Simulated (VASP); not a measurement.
The system is Al2Cu.

```xyz
6
Lattice="-2.9989 2.9989 2.3927 2.9989 -2.9989 2.3927 2.9989 2.9989 -2.3927" Properties=species:S:1:pos:R:3 pbc="T T T"
Al    0.9513    2.0476    0.0000
Al    3.9502    0.9513    0.0000
Al   -0.9513    2.0476    2.3927
Al    2.0476    0.9513    2.3927
Cu    0.0000    0.0000    3.5891
Cu    0.0000    0.0000    1.1964
```

| Item | Value |
| --- | --- |
| Program | VASP 6.6.1 |
| Task | relaxation of cell and atoms |
| Functional | PBE |
| Potentials or basis | VASP PAW PBE potentials, release 64 (Al, Cu) |
| Cutoff | 600 eV |
| k mesh | 10 × 10 × 10 |
| Occupations | gaussian, width 0.1 eV |
| Spin | no spin polarisation |

At the start: pressure 4.4 GPa; volume 14.35 Å³/atom.

Q: Where does the relaxation end?

A: Over 25 steps the energy falls by 8.3 meV/atom and the volume is 14.94 Å³/atom (+4.2 %); space group I4/mcm (No. 140, to 0.1 Å) before and after.

The path:
| step | energy change (eV) | largest force (eV/Å) | pressure (GPa) | volume (Å³) |
| --- | --- | --- | --- | --- |
| 1 | 0.0000 | 0.0545 | 4.39 | 86.08 |
| 2 | -0.0425 | 0.0212 | -1.52 | 91.06 |
| 3 | -0.0491 | 0.0033 | 0.33 | 89.67 |
| 4 | -0.0489 | 0.0072 | -0.41 | 89.95 |
| 5 | -0.0491 | 0.0053 | -0.20 | 89.82 |
| 6 | -0.0497 | 0.0136 | -0.10 | 89.79 |
| 7 | -0.0499 | 0.0197 | -0.11 | 89.77 |
| 8 | -0.0500 | 0.0106 | 0.01 | 89.62 |
| 9 | -0.0500 | 0.0097 | 0.05 | 89.61 |
| 10 | -0.0500 | 0.0035 | 0.02 | 89.64 |
| 11 | -0.0500 | 0.0002 | -0.08 | 89.66 |
| 12 | -0.0500 | 0.0020 | 0.02 | 89.65 |
| 13 | -0.0500 | 0.0014 | -0.02 | 89.65 |
| 14 | -0.0501 | 0.0006 | -0.04 | 89.63 |
| 15 | -0.0500 | 0.0050 | -0.05 | 89.59 |
| 16 | -0.0500 | 0.0033 | 0.05 | 89.60 |
| 17 | -0.0501 | 0.0014 | 0.04 | 89.62 |
| 18 | -0.0501 | 0.0010 | -0.03 | 89.63 |
| 19 | -0.0501 | 0.0012 | 0.18 | 89.63 |
| 20 | -0.0501 | 0.0010 | -0.14 | 89.63 |
| 21 | -0.0501 | 0.0012 | 0.05 | 89.63 |
| 22 | -0.0500 | 0.0004 | -0.05 | 89.67 |
| 23 | -0.0501 | 0.0008 | 0.02 | 89.65 |
| 24 | -0.0500 | 0.0007 | -0.06 | 89.65 |
| 25 | -0.0501 | 0.0008 | 0.00 | 89.65 |

Final structure:
```xyz
6
Lattice="-3.0285 3.0285 2.4436 3.0285 -3.0285 2.4436 3.0285 3.0285 -2.4436" Properties=species:S:1:pos:R:3 pbc="T T T"
Al    0.9613    2.0672    0.0000
Al    3.9898    0.9613    0.0000
Al   -0.9613    2.0672    2.4436
Al    2.0672    0.9613    2.4436
Cu    0.0000    0.0000    3.6654
Cu    0.0000    0.0000    1.2218
```
